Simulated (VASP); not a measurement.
Wanted: the native input for a VASP 6.6.1 run.

| Property | Result |
| --- | --- |
| Task | single point |
| Functional | revPBE |
| Potentials or basis | VASP PAW PBE potentials, release 64 (Ag) |
| Cutoff | 520 eV |
| k mesh | 14 × 14 × 8 |
| Occupations | fermi-dirac, width 0.1 eV |
| Spin | no spin polarisation |
| Dipole correction | no |
| Further INCAR settings | ALGO = Normal; EDIFF = 1e-06; NBANDS = 18 |

The structure of Ag lies in POSCAR:

```
Ag
1.0
    3.0555672830      0.0000000000      0.0000000000
   -1.5277836415      2.6461988901      0.0000000000
    0.0000000000      0.0000000000      4.9428133390
Ag
2
Direct
    0.3333333333      0.6666666667      0.2500000000
    0.6666666667      0.3333333333      0.7500000000
```

This cell differs from its parent crystal: volume scaled by 1.08.

These files were run (other wordings do the same):

INCAR

```
PREC = Accurate
ENCUT = 520
EDIFF = 1E-6
ISMEAR = -1
SIGMA = 0.1
LREAL = F
LASPH = T
NELM = 80
ALGO = Normal
ISIF = 2
LWAVE = F
LCHARG = F
GGA = RE
NBANDS = 18
```

KPOINTS

```
Automatic mesh
0
Gamma
  14 14 8
```

Potentials or basis: VASP PAW PBE potentials, release 64 (Ag).

Run with:

```console
$ cat potpaw_PBE.64/Ag/POTCAR > POTCAR
$ mpirun -np 1 vasp_std > vasp.out
```

It gave:

* Pressure: -4.8 GPa
* Band gap on the k mesh: zero (band 11 reaches 9.86 eV, above the bottom of band 12 at 3.25 eV)

Caveat: the PAW data sets were made with another functional, which shifts forces and pressure a little.

Run time: 20 s on 1 thread of Intel(R) Xeon(R) 6975P-C (Granite Rapids), on a shared host, peak memory 0.2 GiB.
